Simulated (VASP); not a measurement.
# Sn (Fddd) in VASP: further runs

Sn is run at these levels: PBEsol; tasks: single point.

All numbers are computed with VASP 6.6.1; they aren't measurements. Logs are shortened: lines on timing, memory, paths and dates and some standing lists are left out, and cuts for length are marked.

**1. The cell of the first run**

The structure is orthorhombic, space group Fddd (No. 70). Conventional cell: a = 6.232 Å, b = 6.491 Å, c = 6.751 Å, α = 90.00°, β = 90.00°, γ = 90.00°. Sn (site symmetry 222) has 4 Sn at 2.81 Å within 3.7 Å.

**2. Single point, PBEsol (strain -0.0400 x Voigt [1, -1, 0, 0, 0, 0])**

INCAR

```
ALGO     = Fast           # electronic algorithm
EDIFF    = 1E-6           # SCF threshold, eV
ENCUT    = 520            # plane-wave cutoff, eV
GGA      = PS             # functional
ISIF     = 2              # what is computed and relaxed
ISMEAR   = 0              # smearing method
LASPH    = True           # aspherical terms in the spheres
LCHARG   = True           # write CHGCAR
LELF     = True           # ELF
LREAL    = False          # projectors in reciprocal space
LVHAR    = True         
LWAVE    = False          # write WAVECAR
NBANDS   = 21             # bands
NELM     = 100            # most SCF steps
PREC     = Accurate       # precision mode
SIGMA    = 0.15           # smearing width, eV
```

KPOINTS

```
k-points
0
Gamma
  12 12 12
```

POSCAR

```
Sn
1.0
    0.0000000000      3.3754240000      3.2456000000
    3.1157760000      0.0000000000      3.2456000000
    3.1157760000      3.3754240000      0.0000000000
Sn
2
Direct
    0.5000000000      0.5000000000      0.5000000000
    0.7500000000      0.7500000000      0.7500000000
```

Potentials or basis: VASP PAW PBE potentials, release 64 (Sn_d).

Started as:

```console
$ cat potpaw_PBE.64/Sn_d/POTCAR > POTCAR
$ mpirun -np 1 vasp_std > vasp.out
```

OUTCAR:

```text
EDIFF = 1E-6
   ENCUT = 520
   GGA = PS
   ISIF = 2
   ISMEAR = 0
   LASPH = True
   LREAL = False
   NELM = 100
   PREC = Accurate

 ion  position               nearest neighbor table
   1  0.500  0.500  0.500-   2 2.81   2 2.81   2 2.81   2 2.81
   2  0.750  0.750  0.750-   1 2.81   1 2.81   1 2.81   1 2.81

  LATTYP: Found a face centered orthorhombic cell.
 ALAT       =     6.2315520000
 B/A-ratio  =     1.0416666667
 C/A-ratio  =     1.0833333333

  Lattice vectors:

 A1 = (   0.0000000000,   3.3754240000,  -3.2456000000)
 A2 = (   3.1157760000,   3.3754240000,   0.0000000000)
 A3 = (   3.1157760000,   0.0000000000,  -3.2456000000)

Analysis of symmetry for initial positions (statically):
=====================================================================
 Subroutine PRICEL returns:
 Original cell was already a primitive cell.

 Routine SETGRP: Setting up the symmetry group for a
 face centered orthorhombic supercell.

 Subroutine GETGRP returns: Found  8 space group operations
 (whereof  4 operations were pure point group operations)
 out of a pool of  8 trial point group operations.

The static configuration has the point symmetry D_2 .
 The point group associated with its full space group is D_2h.

Analysis of symmetry for dynamics (positions and initial velocities):
=====================================================================
 Subroutine PRICEL returns:
 Original cell was already a primitive cell.

 Routine SETGRP: Setting up the symmetry group for a
 face centered orthorhombic supercell.

 Subroutine GETGRP returns: Found  8 space group operations
 (whereof  4 operations were pure point group operations)
 out of a pool of  8 trial point group operations.

The dynamic configuration has the point symmetry D_2 .
 The point group associated with its full space group is D_2h.

 Subroutine INISYM returns: Found  8 space group operations
 (whereof  4 operations are pure point group operations),
 and found     1 'primitive' translations

----------------------------------------------------------------------------------------

                                     Primitive cell

  volume of cell :      68.2684

  direct lattice vectors                    reciprocal lattice vectors
     0.000000000  3.375424000  3.245600000    -0.160473667  0.148129539  0.154054720
     3.115776000  0.000000000  3.245600000     0.160473667 -0.148129539  0.154054720
     3.115776000  3.375424000  0.000000000     0.160473667  0.148129539 -0.154054720

  length of vectors
     4.682670877  4.499108739  4.593642048     0.267258330  0.267258330  0.267258330

  position of ions in fractional coordinates (direct lattice)
     0.500000000  0.500000000  0.500000000
     0.750000000  0.750000000  0.750000000

  ion indices of the primitive-cell ions
   primitive index   ion index
                 1           1
                 2           2

----------------------------------------------------------------------------------------

 KPOINTS: k-points

Automatic generation of k-mesh.
 Grid dimensions read from file:
 generate k-points for:   12   12   12

 Generating k-lattice:

  Cartesian coordinates                     Fractional coordinates (reciprocal lattice)
    -0.013372806  0.012344128  0.012837893     0.083333333 -0.000000000  0.000000000
     0.013372806 -0.012344128  0.012837893    -0.000000000  0.083333333  0.000000000
     0.013372806  0.012344128 -0.012837893     0.000000000  0.000000000  0.083333333

  Length of vectors
     0.022271527  0.022271527  0.022271527

  Shift w.r.t. Gamma in fractional coordinates (k-lattice)
     0.000000000  0.000000000  0.000000000

 Subroutine IBZKPT returns following result:
 ===========================================

 Found    280 irreducible k-points:

 Following reciprocal coordinates:
            Coordinates               Weight
  0.000000  0.000000  0.000000      1.000000
  0.083333 -0.000000  0.000000      8.000000
  0.166667  0.000000  0.000000      8.000000
  0.250000 -0.000000  0.000000      8.000000
  0.333333 -0.000000  0.000000      8.000000
  0.416667  0.000000  0.000000      8.000000
[... 16 lines left out ...]
  0.500000  0.166667  0.000000      8.000000
 -0.416667  0.166667  0.000000      8.000000
 [... further k-points ...]
   k-points           NKPTS =    280   k-points in BZ     NKDIM =    280   number of bands    NBANDS=     21
   number of dos      NEDOS =    301   number of ions     NIONS =      2
   total plane-waves  NPLWV =  46656
   dimension x,y,z NGX =    36 NGY =   36 NGZ =   36
   dimension x,y,z NGXF=    72 NGYF=   72 NGZF=   72
   ions per type =               2
   NGX,Y,Z   is equivalent  to a cutoff of  12.78, 13.30, 13.03 a.u.
   NGXF,Y,Z  is equivalent  to a cutoff of  25.56, 26.60, 26.06 a.u.
 SYSTEM =  unknown system
   PREC   = accura    normal or accurate (medium, high low for compatibility)
   ISTART =      0    job   : 0-new  1-cont  2-samecut
   ICHARG =      2    charge: 1-file 2-atom 10-const
   ISPIN  =      1    spin polarized calculation?
   LNONCOLLINEAR =      F non collinear calculations
   LSORBIT =      F    spin-orbit coupling
   LASPH  =      T    aspherical Exc in radial PAW
   ENCUT  =  520.0 eV  38.22 Ry    6.18 a.u.   8.71  8.37  8.54*2*pi/ulx,y,z
   NELM   =    100;   NELMIN=  2; NELMDL= -5     # of ELM steps
   EDIFF  = 0.1E-05   stopping-criterion for ELM
   LREAL  =      F    real-space projection
   EDIFFG = 0.1E-04   stopping-criterion for IOM
   NSW    =      0    number of steps for IOM
   IBRION =     -1    ionic relax: 0-MD 1-quasi-New 2-CG
   NFREE  =      0    steps in history (QN), initial steepest desc. (CG)
   ISIF   =      2    stress and relaxation
   ISYM   =      2    0-nonsym 1-usesym 2-fastsym
   POTIM  = 0.5000    time-step for ionic-motion
   TEBEG  =    0.0;   TEEND  =   0.0 temperature during run
   PSTRESS=    0.0 pullay stress
   NELECT =      28.0000    total number of electrons
   NUPDOWN=      -1.0000    fix difference up-down
   EMIN   =  10.00;   EMAX   =-10.00  energy-range for DOS
   EFERMI =   0.00;   METHOD = LEGACY
   ISMEAR =     0;   SIGMA  =   0.15  broadening in eV -4-tet -1-fermi 0-gaus
   EFERMI_NEDOS =   21; number of points for ismear=-14 and -15
   IALGO  =     68    algorithm
   IMIX   =      4    mixing-type and parameters
     AMIX     =   0.40;   BMIX     =  1.00
     AMIX_MAG =   1.60;   BMIX_MAG =  1.00
  volume/ion in A,a.u.               =      34.13       230.35
  Fermi-wavevector in a.u.,A,eV,Ry     =   1.216338  2.298546 20.129527  1.479478
  Thomas-Fermi vector in A             =   2.351695
   LORBIT       =      0    0 simple, 1 ext, 2 COOP (PROOUT), +10 PAW based schemes
   GGA     = PS    functional components
   LHFCALC =     F    Hartree Fock is set to
   AEXX    =    0.0000 exact exchange contribution
   IVDW    =     0    specifies the selected vdW correction
   LEPSILON=     F    determine dielectric tensor
   LRPA    =     F    only Hartree local field effects (RPA)
 non-spin polarized calculation
 RMM-DIIS sequential band-by-band and
 Gauss-broadening in eV      SIGMA  =   0.15
  energy-cutoff  :      520.00
  volume of cell :       68.27
 maximum number of plane-waves:      1872
   NGX = 17   NGY = 17   NGZ = 17

 number of electron      28.0000002 magnetization

 Free energy of the ion-electron system (eV)
  ---------------------------------------------------
  ext. energy  EPLUGINS =         0.00000000
  ---------------------------------------------------
  free energy    TOTEN  =        -8.44068844 eV

  energy without entropy =       -8.43891466  energy(sigma->0) =       -8.43980155

 E-fermi :   5.5131     XC(G=0):  -9.0753

 val. band max:        5.4257827929   @ k =   0.4167   0.0000   0.0000
 cond. band min:       5.5650939629   @ k =   0.3333  -0.0000   0.0000
 fundamental gap:      0.1393111700
 Fermi energy:         5.5130865575

 k-point     1 :       0.0000    0.0000    0.0000
  band No.  band energies     occupation
      1     -16.1177      2.00000
      2     -16.0997      2.00000
      3     -16.0857      2.00000
      4     -16.0461      2.00000
      5     -16.0352      2.00000
      6     -15.7554      2.00000
[... 13 lines left out ...]
     20      12.8590      0.00000
     21      13.1203      0.00000

 k-point     2 :       0.0833   -0.0000    0.0000
  band No.  band energies     occupation
      1     -16.1201      2.00000
      2     -16.1028      2.00000
      3     -16.0907      2.00000
      4     -16.0370      2.00000
      5     -16.0279      2.00000
      6     -15.7617      2.00000
[... 13 lines left out ...]
     20      12.3474      0.00000
     21      13.0353      0.00000

 k-point     3 :       0.1667    0.0000    0.0000
  band No.  band energies     occupation
      1     -16.1282      2.00000
      2     -16.1089      2.00000
      3     -16.0940      2.00000
      4     -16.0196      2.00000
      5     -16.0124      2.00000
      6     -15.7758      2.00000
[... 13 lines left out ...]
     20      12.0996      0.00000
     21      12.6053      0.00000

 k-point     4 :       0.2500   -0.0000    0.0000
  band No.  band energies     occupation
      1     -16.1380      2.00000
      2     -16.1156      2.00000
      3     -16.0904      2.00000
      4     -16.0025      2.00000
      5     -15.9965      2.00000
      6     -15.7901      2.00000
[... 13 lines left out ...]
     20      12.2926      0.00000
     21      12.5777      0.00000

 k-point     5 :       0.3333   -0.0000    0.0000
  band No.  band energies     occupation
      1     -16.1456      2.00000
      2     -16.1198      2.00000
      3     -16.0847      2.00000
      4     -15.9899      2.00000
      5     -15.9845      2.00000
      6     -15.8007      2.00000
[... 13 lines left out ...]
     20      12.8241      0.00000
     21      12.9351      0.00000
[... 382 lines left out ...]
     20      13.0990      0.00000
     21      13.8708      0.00000

 k-point    22 :       0.4167    0.1667   -0.0000
  band No.  band energies     occupation
      1     -16.1599      2.00000
      2     -16.1313      2.00000
      3     -16.0676      2.00000
      4     -15.9737      2.00000
      5     -15.9439      2.00000
      6     -15.8575      2.00000
[... 13 lines left out ...]
     20      13.6835      0.00000
     21      14.5211      0.00000

 k-point    23 :       0.5000    0.1667    0.0000
  band No.  band energies     occupation
      1     -16.1647      2.00000
      2     -16.1373      2.00000
      3     -16.0532      2.00000
      4     -15.9624      2.00000
      5     -15.9458      2.00000
      6     -15.8525      2.00000
[... 13 lines left out ...]
     20      13.8376      0.00000
     21      14.7459      0.00000

 k-point    24 :      -0.4167    0.1667    0.0000
  band No.  band energies     occupation
      1     -16.1642      2.00000
      2     -16.1412      2.00000
      3     -16.0463      2.00000
      4     -15.9656      2.00000
      5     -15.9460      2.00000
      6     -15.8455      2.00000
[... 13 lines left out ...]
     20      13.3938      0.00000
     21      13.6768      0.00000

 [... further k-points ...]

------------------------ aborting loop because EDIFF is reached ----------------------------------------

  FORCE on cell =-STRESS in cart. coord.  units (eV):
  Direction    XX          YY          ZZ          XY          YZ          ZX
  --------------------------------------------------------------------------------------
  -------------------------------------------------------------------------------------
  Total        0.8898179     -0.1270208      0.4776693      0.0000000      0.0000000      0.0000000
  in kB       20.8829653     -2.9810277     11.2103291      0.0000000      0.0000000      0.0000000
  external PRESSURE =       9.7040889 kB  Pullay stress =       0.0000000 kB

 VOLUME and BASIS-vectors are now :
 -----------------------------------------------------------------------------
  energy-cutoff  :      520.00
  volume of cell :       68.27
      direct lattice vectors                 reciprocal lattice vectors
     0.000000000  3.375424000  3.245600000    -0.160473667  0.148129539  0.154054720
     3.115776000  0.000000000  3.245600000     0.160473667 -0.148129539  0.154054720
     3.115776000  3.375424000  0.000000000     0.160473667  0.148129539 -0.154054720

 POSITION                                       TOTAL-FORCE (eV/Angst)
 -----------------------------------------------------------------------------------
      3.11578      3.37542      3.24560         0.000000      0.000000     -0.000000
      4.67366      5.06314      4.86840        -0.000000     -0.000000      0.000000
 -----------------------------------------------------------------------------------
    total drift:                                0.000000      0.000000      0.000000

  FREE ENERGIE OF THE ION-ELECTRON SYSTEM (eV)
  ---------------------------------------------------
  free  energy   TOTEN  =        -8.4406884399 eV

  energy  without entropy=       -8.4389146581  energy(sigma->0) =       -8.43980155
```

Wall time 3.9 min (1 thread of Intel Xeon 6975P-C (Granite Rapids), shared host); peak memory 0.43 GiB.

Results:

```
Free energy            : -8.4407 eV
Pressure               : 1.0 GPa
Band gap on the k mesh : zero (bands 14 and 15 overlap by 0.22 eV)
```

Caveat: the cell differs from its parent crystal (strain -0.0400 x Voigt [1, -1, 0, 0, 0, 0]); the PAW data sets were made with another functional, which shifts forces and pressure a little; spin-orbit coupling is left out, which moves the levels of the heavy elements.

(Part 1 of 2 ends here.)

The gap in the log of VASP goes by the Fermi energy; the results here count the filled bands.